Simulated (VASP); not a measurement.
Zn, 1 atom in the cell. The structure is tetragonal, space group I4/mmm (No. 139). Conventional cell: a = 2.779 Å, b = 2.779 Å, c = 4.008 Å, α = 90.00°, β = 90.00°, γ = 90.00°. Within 3.7 Å of Zn (site symmetry 4/mmm) lie 12 Zn at 2.78 to 2.81 Å. 

| Item | Value |
| --- | --- |
| Program | VASP 6.6.1 |
| Task | single point |
| Functional | PBEsol |
| Potentials or basis | VASP PAW PBE potentials, release 64 (Zn) |
| Cutoff | 500 eV |
| k mesh | 12 × 12 × 12 |
| Occupations | fermi-dirac, width 0.05 eV |
| Spin | no spin polarisation |
| Dipole correction | no |
| Further INCAR settings | ALGO = Normal; EDIFF = 1e-06; NBANDS = 12 |

Potentials or basis: VASP PAW PBE potentials, release 64 (Zn).

Launch:

```sh
$ cat potpaw_PBE.64/Zn/POTCAR > POTCAR
$ mpirun -np 1 vasp_std > vasp.out
```

Hardware: 1 thread of Intel(R) Xeon(R) Platinum 8488C (Sapphire Rapids), with other jobs on the host.

Task: How long does it take, and how much memory?

Result: It took 16 s on 1 thread of Intel(R) Xeon(R) Platinum 8488C (Sapphire Rapids), with other jobs on the host, peak memory 0.14 GiB. Counts: scf iterations 10, k points 163.
